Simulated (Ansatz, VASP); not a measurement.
## KCl in VASP and in Ansatz

The input POSCAR:

```
KCl
1.0
    0.0000000000      3.0806485428      3.0806485428
    3.0806485428      0.0000000000      3.0806485428
    3.0806485428      3.0806485428      0.0000000000
K Cl
1 1
Direct
    0.0000000000      0.0000000000      0.0000000000
    0.5000000000      0.5000000000      0.5000000000
```

INCAR.step1

```
PREC     = Accurate       # precision mode
ENCUT    = 520            # plane-wave cutoff, eV
ISMEAR   = 0              # smearing method
SIGMA    = 0.01           # smearing width, eV
LREAL    = F              # projectors in reciprocal space
LASPH    = T              # aspherical terms in the spheres
NELM     = 100            # most SCF steps
NBANDS   = 15             # bands
GGA      = PE             # functional
ALGO     = Normal         # electronic algorithm
EDIFF    = 1E-4           # SCF threshold, eV
LWAVE    = T              # write WAVECAR
LCHARG   = F              # write CHGCAR
```

Contents of INCAR.step2:

```
PREC     = Accurate       # precision mode
ENCUT    = 520            # plane-wave cutoff, eV
EDIFF    = 1E-6           # SCF threshold, eV
ISMEAR   = 0              # smearing method
SIGMA    = 0.01           # smearing width, eV
LREAL    = F              # projectors in reciprocal space
LASPH    = T              # aspherical terms in the spheres
NELM     = 100            # most SCF steps
ALGO     = Normal         # electronic algorithm
ISIF     = 2              # what is computed and relaxed
LWAVE    = F              # write WAVECAR
LCHARG   = F              # write CHGCAR
METAGGA  = R2SCAN         # meta-GGA
LMIXTAU  = T            
NBANDS   = 15             # bands
ISTART   = 1
```

KPOINTS

```
Automatic mesh
0
Gamma
  6 6 6
```

Input for Ansatz:

```yaml
crystal:
  lattice:
    - [0.0, 3.0806485428, 3.0806485428]
    - [3.0806485428, 0.0, 3.0806485428]
    - [3.0806485428, 3.0806485428, 0.0]
  atoms:
    - { symbol: K, position: [0.0, 0.0, 0.0] }
    - { symbol: Cl, position: [0.5, 0.5, 0.5] }
kpoints:
  mp_grid: { grid: [6, 6, 6] }
hamiltonian:
  xc: r2scan
scf:
  occupations: { method: fixed }
  n_extra_bands: 4
output:
  forces: true
  stress: true
  eigenvalues: true
```

Alike in both runs: task single point; functional r2SCAN; k mesh 6 × 6 × 6; no spin polarisation.

|  | VASP | Ansatz |
| --- | --- | --- |
| version | VASP 6.6.1 | Ansatz 0.2.0 |
| potentials or method | VASP PAW PBE potentials, release 64 (K_sv, Cl) | plane waves, PAW |
| plane-wave cutoff (eV) | 520 | 500 |
| occupations | gaussian, width 0.01 eV | fixed |
| valence electrons in the cell | 16 | 16 |

```tsv
	VASP	Ansatz	Ansatz less VASP
gap on the k mesh at the Fermi level (eV)	6.06	6.06	-0.004
pressure (GPa)	1.4	1.4	0.00
```

VASP's potentials were made for PBE, not for r2SCAN.
